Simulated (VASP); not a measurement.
# AlN: single point with PBEsol

AlN:

```xyz
4
Lattice="3.1137 0.0000 0.0000 -1.5568 2.6965 0.0000 0.0000 0.0000 4.7841" Properties=species:S:1:pos:R:3 pbc="T T T"
Al    0.0000    1.7977    0.0072
Al    1.5568    0.8988    2.3993
N     0.0000    1.7977    1.8347
N     1.5568    0.8988    4.2267
```

This cell differs from its parent crystal: strain +0.000 along x and y, -0.040 along z.

```yaml
Program: VASP 6.6.1
Task: single point
Functional: PBEsol
Potentials_or_basis: VASP PAW PBE potentials, release 64 (Al, N)
Cutoff: 600 eV
k_mesh: 12 × 12 × 6
Occupations: gaussian, width 0.05 eV
Spin: no spin polarisation
Dipole_correction: no
Further_INCAR_settings: ALGO = Normal; EDIFF = 1e-06; NBANDS = 16
```

The pressure is 8.8 GPa, the largest force is 0.712 eV/Å and the band gap on the k mesh is 4.35 eV.

Forces in eV/Å, atoms in the order of the input:
```
Al   0.000  0.000 -0.712
Al   0.000  0.000 -0.712
N    0.000  0.000  0.712
N    0.000  0.000  0.712
```

Stress tensor (GPa, compression positive):
```
 2.78  0.00  0.00
 0.00  2.78  0.00
 0.00  0.00 20.92
```

Levels at points of the mesh, in eV from the valence-band top:
```tsv
k point	band 5	band 6	band 7	band 8	band 9	band 10	band 11	band 12
(0.00, 0.00, 0.00)	-1.19	-0.41	-0.41	0.00	4.35	6.38	10.80	10.80
(0.50, 0.00, 0.00)	-3.61	-2.47	-1.98	-0.80	5.46	5.90	8.27	10.40
(0.00, 0.00, 0.50)	-0.81	-0.81	-0.81	-0.81	6.42	6.42	10.58	10.58
(0.50, 0.00, 0.50)	-1.74	-1.74	-1.43	-1.43	5.30	5.30	9.35	9.35
```

Run time: 78 s on 1 thread of Intel Xeon 8259CL (shared host), peak memory 0.2 GiB.

Caveat: the cell differs from its parent crystal (strain +0.000 along x and y, -0.040 along z); the cell stands under pressure; the PAW data sets were made with another functional, which shifts forces and pressure a little. A k mesh can miss the band edges.
